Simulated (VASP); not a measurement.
# HfO2 (fluorite type) (Fm-3m) in VASP: notebook

HfO2 (fluorite type) is run at these levels: PBE; tasks: single point.

All numbers are computed with VASP 6.6.1; they aren't measurements. Logs are shortened: lines on timing, memory, paths and dates and some standing lists are left out, and cuts for length are marked.

## 1. The cell of the first run

The structure is cubic, space group Fm-3m (No. 225). Conventional cell: a = 4.923 Å, b = 4.923 Å, c = 4.923 Å, α = 90.00°, β = 90.00°, γ = 90.00°. Hf (site symmetry m-3m) has 8 O at 2.13 Å within 2.8 Å. O (site symmetry -43m) has 4 Hf at 2.13 Å and 6 O at 2.46 Å within 2.8 Å.

## 2. Single point, PBE

The input, INCAR:

```
  PREC = Accurate
  ENCUT = 520
  EDIFF = 1E-6
  ISMEAR = -1
  SIGMA = 0.1
  LREAL = F
  LASPH = T
  NELM = 80
  ALGO = Normal
  ISIF = 2
  LWAVE = F
  LCHARG = F
  GGA = PE
  NBANDS = 18
```

The input, KPOINTS:

```
regular mesh
0
Gamma
  11 11 11
```

The input, POSCAR:

```
HfO2
1.0
    0.0000000000      2.4615295112      2.4615295112
    2.4615295112      0.0000000000      2.4615295112
    2.4615295112      2.4615295112      0.0000000000
Hf O
1 2
Direct
    0.0000000000      0.0000000000      0.0000000000
    0.2500000000      0.2500000000      0.2500000000
    0.7500000000      0.7500000000      0.7500000000
```

Potentials or basis: VASP PAW PBE potentials, release 64 (Hf_pv, O).

Launch:

```bash
$ cat potpaw_PBE.64/Hf_pv/POTCAR potpaw_PBE.64/O/POTCAR > POTCAR
$ mpirun -np 1 vasp_std > vasp.out
```

OUTCAR:

```text
PREC = Accurate
   ENCUT = 520
   EDIFF = 1E-6
   ISMEAR = -1
   LREAL = F
   LASPH = T
   NELM = 80
   ISIF = 2
   GGA = PE

 ion  position               nearest neighbor table
   1  0.000  0.000  0.000-   3 2.13   3 2.13   3 2.13   2 2.13   3 2.13   2 2.13   2 2.13   2 2.13

   2  0.250  0.250  0.250-   1 2.13   1 2.13   1 2.13   1 2.13
   3  0.750  0.750  0.750-   1 2.13   1 2.13   1 2.13   1 2.13

  LATTYP: Found a face centered cubic cell.
 ALAT       =     4.9230590224

  Lattice vectors:

 A1 = (   0.0000000000,   2.4615295112,   2.4615295112)
 A2 = (   2.4615295112,   0.0000000000,   2.4615295112)
 A3 = (   2.4615295112,   2.4615295112,   0.0000000000)

Analysis of symmetry for initial positions (statically):
=====================================================================
 Subroutine PRICEL returns:
 Original cell was already a primitive cell.

 Routine SETGRP: Setting up the symmetry group for a
 face centered cubic supercell.

 Subroutine GETGRP returns: Found 48 space group operations
 (whereof 48 operations were pure point group operations)
 out of a pool of 48 trial point group operations.

The static configuration has the point symmetry O_h .

Analysis of symmetry for dynamics (positions and initial velocities):
=====================================================================
 Subroutine PRICEL returns:
 Original cell was already a primitive cell.

 Routine SETGRP: Setting up the symmetry group for a
 face centered cubic supercell.

 Subroutine GETGRP returns: Found 48 space group operations
 (whereof 48 operations were pure point group operations)
 out of a pool of 48 trial point group operations.

The dynamic configuration has the point symmetry O_h .

 Subroutine INISYM returns: Found 48 space group operations
 (whereof 48 operations are pure point group operations),
 and found     1 'primitive' translations

----------------------------------------------------------------------------------------

                                     Primitive cell

  volume of cell :      29.8294

  direct lattice vectors                    reciprocal lattice vectors
     0.000000000  2.461529511  2.461529511    -0.203125739  0.203125739  0.203125739
     2.461529511  0.000000000  2.461529511     0.203125739 -0.203125739  0.203125739
     2.461529511  2.461529511  0.000000000     0.203125739  0.203125739 -0.203125739

  length of vectors
     3.481128419  3.481128419  3.481128419     0.351824100  0.351824100  0.351824100

  position of ions in fractional coordinates (direct lattice)
     0.000000000  0.000000000  0.000000000
     0.250000000  0.250000000  0.250000000
     0.750000000  0.750000000  0.750000000

  ion indices of the primitive-cell ions
   primitive index   ion index
                 1           1
                 2           2
                 3           3

----------------------------------------------------------------------------------------

 KPOINTS: regular mesh

Automatic generation of k-mesh.
 Grid dimensions read from file:
 generate k-points for:   11   11   11

 Generating k-lattice:

  Cartesian coordinates                     Fractional coordinates (reciprocal lattice)
    -0.018465976  0.018465976  0.018465976     0.090909091  0.000000000  0.000000000
     0.018465976 -0.018465976  0.018465976     0.000000000  0.090909091  0.000000000
     0.018465976  0.018465976 -0.018465976     0.000000000  0.000000000  0.090909091

  Length of vectors
     0.031984009  0.031984009  0.031984009

  Shift w.r.t. Gamma in fractional coordinates (k-lattice)
     0.000000000  0.000000000  0.000000000

 Subroutine IBZKPT returns following result:
 ===========================================

 Found     56 irreducible k-points:

 Following reciprocal coordinates:
            Coordinates               Weight
  0.000000  0.000000  0.000000      1.000000
  0.090909  0.000000  0.000000      8.000000
  0.181818  0.000000  0.000000      8.000000
  0.272727  0.000000  0.000000      8.000000
  0.363636  0.000000  0.000000      8.000000
  0.454545  0.000000  0.000000      8.000000
[... 16 lines left out ...]
 -0.272727  0.181818  0.000000     24.000000
 -0.181818  0.181818  0.000000     12.000000
 [... further k-points ...]
   k-points           NKPTS =     56   k-points in BZ     NKDIM =     56   number of bands    NBANDS=     18
   number of dos      NEDOS =    301   number of ions     NIONS =      3
   total plane-waves  NPLWV =  21952
   dimension x,y,z NGX =    28 NGY =   28 NGZ =   28
   dimension x,y,z NGXF=    56 NGYF=   56 NGZF=   56
   ions per type =               1   2
   NGX,Y,Z   is equivalent  to a cutoff of  13.37, 13.37, 13.37 a.u.
   NGXF,Y,Z  is equivalent  to a cutoff of  26.74, 26.74, 26.74 a.u.
 SYSTEM =  unknown system
   PREC   = accura    normal or accurate (medium, high low for compatibility)
   ISTART =      0    job   : 0-new  1-cont  2-samecut
   ICHARG =      2    charge: 1-file 2-atom 10-const
   ISPIN  =      1    spin polarized calculation?
   LNONCOLLINEAR =      F non collinear calculations
   LSORBIT =      F    spin-orbit coupling
   LASPH  =      T    aspherical Exc in radial PAW
   ENCUT  =  520.0 eV  38.22 Ry    6.18 a.u.   6.47  6.47  6.47*2*pi/ulx,y,z
   NELM   =     80;   NELMIN=  2; NELMDL= -5     # of ELM steps
   EDIFF  = 0.1E-05   stopping-criterion for ELM
   LREAL  =      F    real-space projection
   EDIFFG = 0.1E-04   stopping-criterion for IOM
   NSW    =      0    number of steps for IOM
   IBRION =     -1    ionic relax: 0-MD 1-quasi-New 2-CG
   NFREE  =      0    steps in history (QN), initial steepest desc. (CG)
   ISIF   =      2    stress and relaxation
   ISYM   =      2    0-nonsym 1-usesym 2-fastsym
   POTIM  = 0.5000    time-step for ionic-motion
   TEBEG  =    0.0;   TEEND  =   0.0 temperature during run
   PSTRESS=    0.0 pullay stress
   NELECT =      22.0000    total number of electrons
   NUPDOWN=      -1.0000    fix difference up-down
   EMIN   =  10.00;   EMAX   =-10.00  energy-range for DOS
   EFERMI =   0.00;   METHOD = LEGACY
   ISMEAR =    -1;   SIGMA  =   0.10  broadening in eV -4-tet -1-fermi 0-gaus
   EFERMI_NEDOS =   21; number of points for ismear=-14 and -15
   IALGO  =     38    algorithm
   IMIX   =      4    mixing-type and parameters
     AMIX     =   0.40;   BMIX     =  1.00
     AMIX_MAG =   1.60;   BMIX_MAG =  1.00
  volume/ion in A,a.u.               =       9.94        67.10
  Fermi-wavevector in a.u.,A,eV,Ry     =   1.479111  2.795114 29.766397  2.187768
  Thomas-Fermi vector in A             =   2.593309
   LORBIT       =      0    0 simple, 1 ext, 2 COOP (PROOUT), +10 PAW based schemes
   GGA     = PE    functional components
   LHFCALC =     F    Hartree Fock is set to
   AEXX    =    0.0000 exact exchange contribution
   IVDW    =     0    specifies the selected vdW correction
   LEPSILON=     F    determine dielectric tensor
   LRPA    =     F    only Hartree local field effects (RPA)
 non-spin polarized calculation
  energy-cutoff  :      520.00
  volume of cell :       29.83
 maximum number of plane-waves:       821
 NGX is ok and might be reduce to    28
   NGX = 13   NGY = 13   NGZ = 13

 number of electron      22.0000010 magnetization

 Free energy of the ion-electron system (eV)
  ---------------------------------------------------
  ext. energy  EPLUGINS =         0.00000000
  ---------------------------------------------------
  free energy    TOTEN  =       -30.02287941 eV

  energy without entropy =      -30.02287941  energy(sigma->0) =      -30.02287941

 E-fermi :   7.0120     XC(G=0): -12.3185

 val. band max:        5.0248578407   @ k =  -0.4545   0.4545   0.0000
 cond. band min:       9.1463852400   @ k =   0.0000   0.0000   0.0000
 fundamental gap:      4.1215273993
 Fermi energy:         7.0120237734

 k-point     1 :       0.0000    0.0000    0.0000
  band No.  band energies     occupation
      1     -24.2258      2.00000
      2     -24.2258      2.00000
      3     -24.2258      2.00000
      4     -14.2391      2.00000
      5     -10.7483      2.00000
      6      -0.8483      2.00000
[... 10 lines left out ...]
     17      16.6441      0.00000
     18      19.0761      0.00000

 k-point     2 :       0.0909    0.0000    0.0000
  band No.  band energies     occupation
      1     -24.2830      2.00000
      2     -24.2317      2.00000
      3     -24.2317      2.00000
      4     -14.0976      2.00000
      5     -10.8650      2.00000
      6      -0.7573      2.00000
[... 10 lines left out ...]
     17      16.4596      0.00000
     18      19.0693      0.00000

 k-point     3 :       0.1818    0.0000    0.0000
  band No.  band energies     occupation
      1     -24.4310      2.00000
      2     -24.2473      2.00000
      3     -24.2473      2.00000
      4     -13.7249      2.00000
      5     -11.1410      2.00000
      6      -0.5104      2.00000
[... 10 lines left out ...]
     17      16.0530      0.00000
     18      19.0274      0.00000

 k-point     4 :       0.2727    0.0000    0.0000
  band No.  band energies     occupation
      1     -24.6141      2.00000
      2     -24.2677      2.00000
      3     -24.2677      2.00000
      4     -13.2775      2.00000
      5     -11.4012      2.00000
      6      -0.1861      2.00000
[... 10 lines left out ...]
     17      15.6761      0.00000
     18      18.5451      0.00000

 k-point     5 :       0.3636    0.0000    0.0000
  band No.  band energies     occupation
      1     -24.7730      2.00000
      2     -24.2864      2.00000
      3     -24.2864      2.00000
      4     -12.9739      2.00000
      5     -11.4760      2.00000
      6       0.1003      2.00000
[... 10 lines left out ...]
     17      15.4797      0.00000
     18      18.4125      0.00000

 k-point     6 :       0.4545    0.0000    0.0000
  band No.  band energies     occupation
      1     -24.8636      2.00000
      2     -24.2974      2.00000
      3     -24.2974      2.00000
      4     -12.8850      2.00000
      5     -11.4026      2.00000
      6       0.2559      2.00000
[... 10 lines left out ...]
     17      15.4323      0.00000
     18      18.8091      0.00000

 k-point     7 :       0.0909    0.0909    0.0000
  band No.  band energies     occupation
      1     -24.2884      2.00000
      2     -24.2404      2.00000
      3     -24.2404      2.00000
      4     -14.0485      2.00000
      5     -10.9049      2.00000
      6      -0.7406      2.00000
[... 10 lines left out ...]
     17      16.4558      0.00000
     18      19.0643      0.00000

 k-point     8 :       0.1818    0.0909    0.0000
  band No.  band energies     occupation
      1     -24.3988      2.00000
      2     -24.2585      2.00000
      3     -24.2542      2.00000
      4     -13.7463      2.00000
      5     -11.1304      2.00000
      6      -0.5569      2.00000
[... 10 lines left out ...]
     17      16.2098      0.00000
     18      19.0424      0.00000
[... 229 lines left out ...]
     17      15.9426      0.00000
     18      19.0042      0.00000

 k-point    20 :       0.4545    0.1818    0.0000
  band No.  band energies     occupation
      1     -24.7828      2.00000
      2     -24.4011      2.00000
      3     -24.3315      2.00000
      4     -12.5413      2.00000
      5     -11.6760      2.00000
      6      -0.1556      2.00000
[... 10 lines left out ...]
     17      16.3122      0.00000
     18      18.9793      0.00000

 k-point    21 :      -0.4545    0.1818    0.0000
  band No.  band energies     occupation
      1     -24.8130      2.00000
      2     -24.4405      2.00000
      3     -24.3269      2.00000
      4     -12.5218      2.00000
      5     -11.5857      2.00000
      6      -0.2220      2.00000
[... 10 lines left out ...]
     17      16.2458      0.00000
     18      18.9993      0.00000

 k-point    22 :      -0.3636    0.1818    0.0000
  band No.  band energies     occupation
      1     -24.7803      2.00000
      2     -24.4525      2.00000
      3     -24.3104      2.00000
      4     -12.5372      2.00000
      5     -11.6327      2.00000
      6      -0.2377      2.00000
[... 10 lines left out ...]
     17      16.3782      0.00000
     18      18.9682      0.00000

 k-point    23 :      -0.2727    0.1818    0.0000
  band No.  band energies     occupation
      1     -24.7003      2.00000
      2     -24.4262      2.00000
      3     -24.2872      2.00000
      4     -12.6871      2.00000
      5     -11.6811      2.00000
      6      -0.2899      2.00000
[... 10 lines left out ...]
     17      16.4246      0.00000
     18      18.9375      0.00000

 k-point    24 :      -0.1818    0.1818    0.0000
  band No.  band energies     occupation
      1     -24.6006      2.00000
      2     -24.3637      2.00000
      3     -24.2645      2.00000
      4     -13.0597      2.00000
      5     -11.5401      2.00000
      6      -0.3675      2.00000
[... 10 lines left out ...]
     17      15.9440      0.00000
     18      18.9926      0.00000

 [... further k-points ...]
[... 5 lines left out ...]
  --------------------------------------------------------------------------------------
  -------------------------------------------------------------------------------------
  Total        5.0996558      5.0996558      5.0996558      0.0000000      0.0000000     -0.0000000
  in kB      273.9090070    273.9090070    273.9090070      0.0000000      0.0000000     -0.0000000
  external PRESSURE =     273.9090070 kB  Pullay stress =       0.0000000 kB

 VOLUME and BASIS-vectors are now :
 -----------------------------------------------------------------------------
  energy-cutoff  :      520.00
  volume of cell :       29.83
      direct lattice vectors                 reciprocal lattice vectors
     0.000000000  2.461529511  2.461529511    -0.203125739  0.203125739  0.203125739
     2.461529511  0.000000000  2.461529511     0.203125739 -0.203125739  0.203125739
     2.461529511  2.461529511  0.000000000     0.203125739  0.203125739 -0.203125739

 POSITION                                       TOTAL-FORCE (eV/Angst)
 -----------------------------------------------------------------------------------
      0.00000      0.00000      0.00000        -0.000000      0.000000     -0.000000
      1.23076      1.23076      1.23076        -0.000000     -0.000000     -0.000000
      3.69229      3.69229      3.69229         0.000000      0.000000      0.000000
 -----------------------------------------------------------------------------------
    total drift:                                0.000000      0.000000      0.000000

  FREE ENERGIE OF THE ION-ELECTRON SYSTEM (eV)
  ---------------------------------------------------
  free  energy   TOTEN  =       -30.0228794118 eV

  energy  without entropy=      -30.0228794115  energy(sigma->0) =      -30.02287941
```

It took 33 s on 1 thread of Intel Xeon Platinum 8375C at 2.90GHz (Ice Lake), shared host; peak memory 0.17 GiB.

Results:

| Item | Value |
| --- | --- |
| Free energy | -30.0229 eV |
| Pressure | 27.4 GPa |
| Band gap on the k mesh | 4.12 eV, indirect (least direct gap 4.21 eV) |

Caveat: spin-orbit coupling is left out, which moves the levels of the heavy elements. Expect the measured gap to be larger: semilocal functionals such as PBE lack the derivative discontinuity.

(Continued in part 2 of 2.)
